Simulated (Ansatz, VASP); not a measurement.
Al: VASP beside Ansatz

INCAR

```
SYSTEM = Al
PREC     = Accurate       ! precision mode
ENCUT    = 520            ! plane-wave cutoff, eV
EDIFF    = 1E-6           ! SCF threshold, eV
ISMEAR   = 0              ! smearing method
SIGMA    = 0.15           ! smearing width, eV
LREAL    = .FALSE.        ! projectors in reciprocal space
LASPH    = .TRUE.         ! aspherical terms in the spheres
NELM     = 80             ! most SCF steps
ALGO     = Fast           ! electronic algorithm
ISIF     = 2              ! what is computed and relaxed
LWAVE    = .FALSE.        ! write WAVECAR
LCHARG   = .TRUE.         ! write CHGCAR
GGA      = PS             ! functional
IVDW     = 12             ! dispersion correction
LELF     = .TRUE.         ! ELF
LVHAR    = .TRUE.       
NBANDS   = 10             ! bands
```

File KPOINTS:

```
regular mesh
0
G
  18 18 10
  0 0 0
```

POSCAR

```
Al
1.0
    2.7702685212      0.0000000000      0.0000000000
   -1.3851342606      2.4721926481      0.0000000000
    0.0000000000      0.0000000000      4.8668500000
Al
2
Direct
    0.6666666667      0.3333333333      0.7500000000
    0.3333333333      0.6666666667      0.2500000000
```

Input for Ansatz:

```yaml
crystal:
  lattice:
    - [2.7702685212, 0.0, 0.0]
    - [-1.3851342606, 2.4721926481, 0.0]
    - [0.0, 0.0, 4.86685]
  atoms:
    - { symbol: Al, position: [0.6666666667, 0.3333333333, 0.75] }
    - { symbol: Al, position: [0.3333333333, 0.6666666667, 0.25] }
basis:
  ecutwfc: 420
kpoints:
  mp_grid: { grid: [18, 18, 10] }
hamiltonian:
  xc: pbesol
  dispersion: d3bj
scf:
  occupations: { method: gaussian, width: 0.15 }
output:
  forces: true
  stress: true
  eigenvalues: true
```

Change from the starting cell: strain -0.0150 x Voigt [1, -1, 0, 0, 0, 0], atoms carried along.

Alike in both runs: task single point; functional PBEsol; dispersion D3(BJ); k mesh 18 × 18 × 10; occupations gaussian, width 0.15 eV; no spin polarisation.

```csv
,VASP,Ansatz
version,VASP 6.6.1,Ansatz 0.2.0
potentials or method,"VASP PAW PBE potentials, release 64 (Al), cutoff 520 eV","scalar-relativistic, plane waves, PAW"
valence electrons in the cell,6,6
```

Ansatz gave:

| Item | Value |
| --- | --- |
| gap on the k mesh at the Fermi level (eV) | none |
| pressure (GPa) | -4.4 |
| traceless stress, the component that is largest in VASP (GPa) | 1.79 |

Question: Estimate VASP's values.

Answer: gap on the k mesh at the Fermi level (eV): none; pressure (GPa): -4.3; traceless stress, the component that is largest in VASP (GPa): 1.81.

VASP's potentials were made for PBE, not for PBEsol. A gap of «none» marks a metal or a gap that the smearing closes.
